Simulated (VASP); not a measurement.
# SnO (P4/nmm) in VASP: settings compared

SnO is run at these levels: LDA, PBEsol; tasks: single point.

Program: VASP 6.6.1. These are calculated values, not measurements. Logs are shortened: lines on timing, memory, paths and dates and some standing lists are left out, and cuts for length are marked.

**1. The cell of the first run**

The structure is tetragonal, space group P4/nmm (No. 129). Conventional cell: a = 3.763 Å, b = 3.763 Å, c = 4.651 Å, α = 90.00°, β = 90.00°, γ = 90.00°. Sn (site symmetry 4mm) has 4 O at 2.20 Å within 2.9 Å. Within 2.9 Å of O (site symmetry -4m2) lie 4 Sn at 2.20 Å and 4 O at 2.66 Å.

**2. Single point, LDA**

Input file INCAR:

```
PREC = Accurate
ENCUT = 910
EDIFF = 1E-6
ISMEAR = -1
SIGMA = 0.1
LREAL = F
LASPH = T
NELM = 120
ALGO = Normal
ISIF = 2
LWAVE = F
LCHARG = F
NBANDS = 28
GGA_COMPAT = F
```

Input file KPOINTS:

```
Automatic mesh
0
Gamma
  8 8 7
```

Input file POSCAR:

```
SnO
1.0
    3.7629047778      0.0000000000      0.0000000000
    0.0000000000      3.7629047778      0.0000000000
    0.0000000000      0.0000000000      4.6510007844
Sn O
2 2
Direct
    0.5000000000      0.0000000000      0.2462452977
    0.0000000000      0.5000000000      0.7537547023
    0.0000000000      0.0000000000      0.0000000000
    0.5000000000      0.5000000000      0.0000000000
```

Potentials or basis: VASP PAW LDA potentials, release 64 (Sn_d, O_h).

Command:

```bash
> cat potpaw_LDA.64/Sn_d/POTCAR potpaw_LDA.64/O_h/POTCAR > POTCAR
> mpirun -np 1 vasp_std > vasp.out
```

OUTCAR:

```text
PREC = Accurate
   ENCUT = 910
   EDIFF = 1E-6
   ISMEAR = -1
   LREAL = F
   LASPH = T
   NELM = 120
   ISIF = 2

 ion  position               nearest neighbor table
   1  0.500  0.000  0.246-   3 2.20   4 2.20   4 2.20   3 2.20   2 3.51   2 3.51   2 3.51   2 3.51
                             2 3.56   2 3.56   2 3.56   2 3.56
   2  0.000  0.500  0.754-   3 2.20   4 2.20   3 2.20   4 2.20   1 3.51   1 3.51   1 3.51   1 3.51
                             1 3.56   1 3.56   1 3.56   1 3.56
   3  0.000  0.000  0.000-   1 2.20   2 2.20   2 2.20   1 2.20
   4  0.500  0.500  0.000-   1 2.20   2 2.20   1 2.20   2 2.20

  LATTYP: Found a simple tetragonal cell.
 ALAT       =     3.7629047778
 C/A-ratio  =     1.2360134149

  Lattice vectors:

 A1 = (   3.7629047778,   0.0000000000,   0.0000000000)
 A2 = (   0.0000000000,   3.7629047778,   0.0000000000)
 A3 = (   0.0000000000,   0.0000000000,   4.6510007844)

Analysis of symmetry for initial positions (statically):
=====================================================================
 Subroutine PRICEL returns:
 Original cell was already a primitive cell.

 Routine SETGRP: Setting up the symmetry group for a
 simple tetragonal supercell.

 Subroutine GETGRP returns: Found 16 space group operations
 (whereof  8 operations were pure point group operations)
 out of a pool of 16 trial point group operations.

The static configuration has the point symmetry D_2d.
 The point group associated with its full space group is D_4h.

Analysis of symmetry for dynamics (positions and initial velocities):
=====================================================================
 Subroutine PRICEL returns:
 Original cell was already a primitive cell.

 Routine SETGRP: Setting up the symmetry group for a
 simple tetragonal supercell.

 Subroutine GETGRP returns: Found 16 space group operations
 (whereof  8 operations were pure point group operations)
 out of a pool of 16 trial point group operations.

The dynamic configuration has the point symmetry D_2d.
 The point group associated with its full space group is D_4h.

 Subroutine INISYM returns: Found 16 space group operations
 (whereof  8 operations are pure point group operations),
 and found     1 'primitive' translations

----------------------------------------------------------------------------------------

                                     Primitive cell

  volume of cell :      65.8556

  direct lattice vectors                    reciprocal lattice vectors
     3.762904778  0.000000000  0.000000000     0.265752141  0.000000000  0.000000000
     0.000000000  3.762904778  0.000000000     0.000000000  0.265752141  0.000000000
     0.000000000  0.000000000  4.651000784     0.000000000  0.000000000  0.215007489

  length of vectors
     3.762904778  3.762904778  4.651000784     0.265752141  0.265752141  0.215007489

  position of ions in fractional coordinates (direct lattice)
     0.500000000  0.000000000  0.246245298
     0.000000000  0.500000000  0.753754702
     0.000000000  0.000000000  0.000000000
     0.500000000  0.500000000  0.000000000

  ion indices of the primitive-cell ions
   primitive index   ion index
                 1           1
                 2           2
                 3           3
                 4           4

----------------------------------------------------------------------------------------

 KPOINTS: Automatic mesh

Automatic generation of k-mesh.
 Grid dimensions read from file:
 generate k-points for:    8    8    7

 Generating k-lattice:

  Cartesian coordinates                     Fractional coordinates (reciprocal lattice)
     0.033219018  0.000000000  0.000000000     0.125000000  0.000000000  0.000000000
     0.000000000  0.033219018  0.000000000     0.000000000  0.125000000  0.000000000
     0.000000000  0.000000000  0.030715356     0.000000000  0.000000000  0.142857143

  Length of vectors
     0.033219018  0.033219018  0.030715356

  Shift w.r.t. Gamma in fractional coordinates (k-lattice)
     0.000000000  0.000000000  0.000000000

 Subroutine IBZKPT returns following result:
 ===========================================

 Found     60 irreducible k-points:

 Following reciprocal coordinates:
            Coordinates               Weight
  0.000000  0.000000  0.000000      1.000000
  0.125000  0.000000  0.000000      4.000000
  0.250000  0.000000  0.000000      4.000000
  0.375000  0.000000  0.000000      4.000000
  0.500000  0.000000  0.000000      2.000000
  0.125000  0.125000  0.000000      4.000000
[... 16 lines left out ...]
  0.375000  0.125000  0.142857     16.000000
  0.500000  0.125000  0.142857      8.000000
 [... further k-points ...]
   k-points           NKPTS =     60   k-points in BZ     NKDIM =     60   number of bands    NBANDS=     28
   number of dos      NEDOS =    301   number of ions     NIONS =      4
   total plane-waves  NPLWV =  76800
   dimension x,y,z NGX =    40 NGY =   40 NGZ =   48
   dimension x,y,z NGXF=    80 NGYF=   80 NGZF=   96
   ions per type =               2   2
   NGX,Y,Z   is equivalent  to a cutoff of  17.67, 17.67, 17.16 a.u.
   NGXF,Y,Z  is equivalent  to a cutoff of  35.34, 35.34, 34.31 a.u.
 SYSTEM =  unknown system
   PREC   = accura    normal or accurate (medium, high low for compatibility)
   ISTART =      0    job   : 0-new  1-cont  2-samecut
   ICHARG =      2    charge: 1-file 2-atom 10-const
   ISPIN  =      1    spin polarized calculation?
   LNONCOLLINEAR =      F non collinear calculations
   LSORBIT =      F    spin-orbit coupling
   LASPH  =      T    aspherical Exc in radial PAW
   ENCUT  =  910.0 eV  66.88 Ry    8.18 a.u.   9.26  9.26 11.44*2*pi/ulx,y,z
   NELM   =    120;   NELMIN=  2; NELMDL= -5     # of ELM steps
   EDIFF  = 0.1E-05   stopping-criterion for ELM
   LREAL  =      F    real-space projection
   EDIFFG = 0.1E-04   stopping-criterion for IOM
   NSW    =      0    number of steps for IOM
   IBRION =     -1    ionic relax: 0-MD 1-quasi-New 2-CG
   NFREE  =      0    steps in history (QN), initial steepest desc. (CG)
   ISIF   =      2    stress and relaxation
   ISYM   =      2    0-nonsym 1-usesym 2-fastsym
   POTIM  = 0.5000    time-step for ionic-motion
   TEBEG  =    0.0;   TEEND  =   0.0 temperature during run
   PSTRESS=    0.0 pullay stress
   NELECT =      40.0000    total number of electrons
   NUPDOWN=      -1.0000    fix difference up-down
   EMIN   =  10.00;   EMAX   =-10.00  energy-range for DOS
   EFERMI =   0.00;   METHOD = LEGACY
   ISMEAR =    -1;   SIGMA  =   0.10  broadening in eV -4-tet -1-fermi 0-gaus
   EFERMI_NEDOS =   21; number of points for ismear=-14 and -15
   IALGO  =     38    algorithm
   IMIX   =      4    mixing-type and parameters
     AMIX     =   0.40;   BMIX     =  1.00
     AMIX_MAG =   1.60;   BMIX_MAG =  1.00
  volume/ion in A,a.u.               =      16.46       111.10
  Fermi-wavevector in a.u.,A,eV,Ry     =   1.386428  2.619968 26.152868  1.922182
  Thomas-Fermi vector in A             =   2.510744
   LORBIT       =      0    0 simple, 1 ext, 2 COOP (PROOUT), +10 PAW based schemes
   GGA     = CA    functional components
   LHFCALC =     F    Hartree Fock is set to
   AEXX    =    0.0000 exact exchange contribution
   IVDW    =     0    specifies the selected vdW correction
   LEPSILON=     F    determine dielectric tensor
   LRPA    =     F    only Hartree local field effects (RPA)
 non-spin polarized calculation
  energy-cutoff  :      910.00
  volume of cell :       65.86
 maximum number of plane-waves:      4155
 NGX is ok and might be reduce to    40
   NGX = 19   NGY = 19   NGZ = 23

 number of electron      40.0000004 magnetization

 Free energy of the ion-electron system (eV)
  ---------------------------------------------------
  ext. energy  EPLUGINS =         0.00000000
  ---------------------------------------------------
  free energy    TOTEN  =       -25.75195331 eV

  energy without entropy =      -25.74489811  energy(sigma->0) =      -25.74842571

 E-fermi :   7.9903     XC(G=0): -11.0115

 val. band max:        7.8960070951   @ k =   0.1250   0.0000   0.0000
 cond. band min:       8.0163527239   @ k =   0.5000   0.5000   0.1429
 fundamental gap:      0.1203456288
 Fermi energy:         7.9902893946

 k-point     1 :       0.0000    0.0000    0.0000
  band No.  band energies     occupation
      1     -14.1523      2.00000
      2     -13.6791      2.00000
      3     -13.6791      2.00000
      4     -13.6600      2.00000
      5     -13.6156      2.00000
      6     -13.6089      2.00000
[... 20 lines left out ...]
     27      14.5495      0.00000
     28      14.8679      0.00000

 k-point     2 :       0.1250    0.0000    0.0000
  band No.  band energies     occupation
      1     -14.1430      2.00000
      2     -13.6754      2.00000
      3     -13.6734      2.00000
      4     -13.6616      2.00000
      5     -13.6110      2.00000
      6     -13.6097      2.00000
[... 20 lines left out ...]
     27      14.7219      0.00000
     28      16.1151      0.00000

 k-point     3 :       0.2500    0.0000    0.0000
  band No.  band energies     occupation
      1     -14.1173      2.00000
      2     -13.7776      2.00000
      3     -13.6640      2.00000
      4     -13.6577      2.00000
      5     -13.6263      2.00000
      6     -13.6113      2.00000
[... 20 lines left out ...]
     27      15.0063      0.00000
     28      18.2157      0.00000

 k-point     4 :       0.3750    0.0000    0.0000
  band No.  band energies     occupation
      1     -14.0758      2.00000
      2     -13.9115      2.00000
      3     -13.6467      2.00000
      4     -13.6363      2.00000
      5     -13.6212      2.00000
      6     -13.6126      2.00000
[... 578 lines left out ...]
     27      16.0668      0.00000
     28      17.3082      0.00000

 k-point    23 :       0.3750    0.1250    0.1429
  band No.  band energies     occupation
      1     -14.0808      2.00000
      2     -13.9406      2.00000
      3     -13.6563      2.00000
      4     -13.6336      2.00000
      5     -13.6241      2.00000
      6     -13.6052      2.00000
[... 20 lines left out ...]
     27      16.2538      0.00000
     28      16.7041      0.00000

 k-point    24 :       0.5000    0.1250    0.1429
  band No.  band energies     occupation
      1     -14.0270      2.00000
      2     -14.0270      2.00000
      3     -13.6413      2.00000
      4     -13.6413      2.00000
      5     -13.6137      2.00000
      6     -13.6137      2.00000
[... 20 lines left out ...]
     27      16.4318      0.00000
     28      16.4318      0.00000

 [... further k-points ...]

------------------------ aborting loop because EDIFF is reached ----------------------------------------

  FORCE on cell =-STRESS in cart. coord.  units (eV):
  Direction    XX          YY          ZZ          XY          YZ          ZX
  --------------------------------------------------------------------------------------
  -------------------------------------------------------------------------------------
  Total        0.1405499      0.1405499      0.1297482      0.0000000      0.0000000      0.0000000
  in kB        3.4193871      3.4193871      3.1565975      0.0000000      0.0000000      0.0000000
  external PRESSURE =       3.3317906 kB  Pullay stress =       0.0000000 kB

 VOLUME and BASIS-vectors are now :
 -----------------------------------------------------------------------------
  energy-cutoff  :      910.00
  volume of cell :       65.86
      direct lattice vectors                 reciprocal lattice vectors
     3.762904778  0.000000000  0.000000000     0.265752141  0.000000000  0.000000000
     0.000000000  3.762904778  0.000000000     0.000000000  0.265752141  0.000000000
     0.000000000  0.000000000  4.651000784     0.000000000  0.000000000  0.215007489

 POSITION                                       TOTAL-FORCE (eV/Angst)
 -----------------------------------------------------------------------------------
      1.88145      0.00000      1.14529        -0.000000     -0.000000      0.131684
      0.00000      1.88145      3.50571         0.000000     -0.000000     -0.131684
      0.00000      0.00000      0.00000         0.000000     -0.000000      0.000000
      1.88145      1.88145      0.00000         0.000000      0.000000      0.000000
 -----------------------------------------------------------------------------------
    total drift:                               -0.000000      0.000000      0.000000

  FREE ENERGIE OF THE ION-ELECTRON SYSTEM (eV)
  ---------------------------------------------------
  free  energy   TOTEN  =       -25.7519533119 eV

  energy  without entropy=      -25.7448981087  energy(sigma->0) =      -25.74842571
```

Wall time 2.4 min (1 thread of Intel Xeon Platinum 8488C (Sapphire Rapids), shared host); peak memory 0.36 GiB.

What came out:

```yaml
Free_energy: -25.7520 eV
Pressure: 0.3 GPa
Largest_force: 0.132 eV/Å
Band_gap_on_the_k_mesh: zero (bands 20 and 21 overlap by 0.22 eV)
```

Forces on the atoms (eV/Å):
```
Sn   0.000  0.000  0.132
Sn   0.000  0.000 -0.132
O    0.000  0.000  0.000
O    0.000  0.000  0.000
```

Caveat: the cutoff is under 1.25 times the usual one of these potentials, so pressure, stress and relaxed cells hold a basis-set (Pulay) error; semilocal functionals underestimate gaps, so a narrow gap can read as zero; spin-orbit coupling is left out, which moves the levels of the heavy elements.

**3. Single point, PBEsol**

This run uses another cell than the first one, of 17.13 Å³/atom.

Input file INCAR:

```
PREC = Accurate
ENCUT = 910
EDIFF = 1E-6
ISMEAR = -1
SIGMA = 0.1
LREAL = False
LASPH = True
NELM = 120
ALGO = Normal
ISIF = 2
LWAVE = False
LCHARG = False
GGA = PS
NBANDS = 28
GGA_COMPAT = False
```

KPOINTS is that of step 2.

Input file POSCAR:

```
SnO
1.0
    3.8017165508      0.0000000000      0.0000000000
    0.0000000000      3.8017165508      0.0000000000
    0.0000000000      0.0000000000      4.7410492914
Sn O
2 2
Direct
    0.5000000000      0.0000000000      0.2432916001
    0.0000000000      0.5000000000      0.7567083999
    0.0000000000      0.0000000000      0.0000000000
    0.5000000000      0.5000000000      0.0000000000
```

Potentials or basis: VASP PAW PBE potentials, release 64 (Sn_d, O_h).

Command:

```bash
> cat potpaw_PBE.64/Sn_d/POTCAR potpaw_PBE.64/O_h/POTCAR > POTCAR
> mpirun -np 1 vasp_std > vasp.out
```

It took 2.9 min on 1 thread of AMD EPYC 7R13 (Zen 3), shared host; peak memory 0.36 GiB.

Results (log left out):

- Free energy: -24.2312 eV
- Pressure: 0.2 GPa
- Largest force: 0.090 eV/Å
- Band gap on the k mesh: zero (bands 20 and 21 overlap by 0.11 eV)

Forces in eV/Å, atoms in the order of the input:
```
Sn   0.000  0.000  0.090
Sn   0.000  0.000 -0.090
O    0.000  0.000  0.000
O    0.000  0.000  0.000
```

Levels at points of the mesh, in eV from the Fermi level:
```tsv
k point	band 18	band 19	band 20	band 21	band 22	band 23
(0.00, 0.00, 0.00)	-3.31	-3.31	-0.12	2.02	4.43	4.43
(0.50, 0.00, 0.00)	-5.02	-2.91	-2.91	3.15	3.15	5.73
(0.50, 0.50, 0.00)	-2.64	-2.01	-2.01	-0.23	-0.23	4.29
```

Caveat: the cutoff is under 1.25 times the usual one of these potentials, so pressure, stress and relaxed cells hold a basis-set (Pulay) error; semilocal functionals underestimate gaps, so a narrow gap can read as zero; the PAW data sets were made with another functional, which shifts forces and pressure a little; spin-orbit coupling is left out, which moves the levels of the heavy elements.
